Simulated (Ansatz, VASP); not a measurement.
## Ga in VASP and in Ansatz

```
CELL_PARAMETERS angstrom
2.25575 -3.78857 0.00000
2.25575 3.78857 0.00000
0.00000 0.00000 4.46695
ATOMIC_POSITIONS crystal
Ga 0.65604 0.34396 0.41578
Ga 0.84396 0.15604 0.91578
Ga 0.34396 0.65604 0.58422
Ga 0.15604 0.84396 0.08422
```

Alike in both runs: functional PBEsol; k mesh 10 × 10 × 8; occupations gaussian, width 0.1 eV; no spin polarisation.

Ansatz relaxed the structure, and its values are those at the end. VASP's run is a single point on that final structure, the one shown.

```csv
,VASP,Ansatz
version,VASP 6.6.1,Ansatz 0.2.0
potentials or method,"VASP PAW PBE potentials, release 64 (Ga_d), cutoff 520 eV","scalar-relativistic, plane waves, PAW"
valence electrons in the cell,52,52
```

```tsv
	VASP	Ansatz	Ansatz less VASP
gap on the k mesh at the Fermi level (eV)	none	none	-
pressure (GPa)	0.0	0.0	-0.03
```

VASP's potentials were made for PBE, not for PBEsol, and Ansatz warns of the same on its side. A gap of «none» marks a metal or a gap that the smearing closes.
